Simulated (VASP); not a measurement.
The system is Si3Mo.

```xyz
4
Lattice="3.9703 0.0000 0.0000 0.0000 3.9703 0.0000 0.0000 0.0000 3.9703" Properties=species:S:1:pos:R:3 pbc="T T T"
Si    0.0000    1.9852    1.9852
Si    1.9852    0.0000    1.9852
Si    1.9852    1.9852    0.0000
Mo    0.0000    0.0000    0.0000
```

```yaml
Program: VASP 6.6.1
Task: relaxation of cell and atoms
Functional: PBE
Potentials_or_basis: VASP PAW PBE potentials, release 64 (Si, Mo_sv)
Cutoff: 600 eV
k_mesh: 4 × 4 × 4
Occupations: gaussian, width 0.1 eV
Spin: no spin polarisation
```

At the start: pressure -13.5 GPa; volume 15.65 Å³/atom.

Question: Where does the relaxation end?

Answer: Over 3 steps the energy falls by 76.4 meV/atom and the volume is 14.03 Å³/atom (-10.3 %); space group Pm-3m (No. 221, to 0.05 Å).

The path:
| step | energy change (eV) | largest force (eV/Å) | pressure (GPa) | volume (Å³) |
| --- | --- | --- | --- | --- |
| 1 | 0.0000 | 0.0000 | -13.53 | 62.59 |
| 2 | -0.0777 | 0.0000 | 16.83 | 51.36 |
| 3 | -0.3057 | 0.0000 | -0.24 | 56.13 |

Final structure:
```
CELL_PARAMETERS angstrom
3.82887 0.00000 0.00000
0.00000 3.82887 0.00000
0.00000 0.00000 3.82887
ATOMIC_POSITIONS crystal
Si 0.00000 0.50000 0.50000
Si 0.50000 0.00000 0.50000
Si 0.50000 0.50000 0.00000
Mo 0.00000 0.00000 0.00000
```

Caveat: the k points lie up to 0.41 Å⁻¹ apart in the final cell.
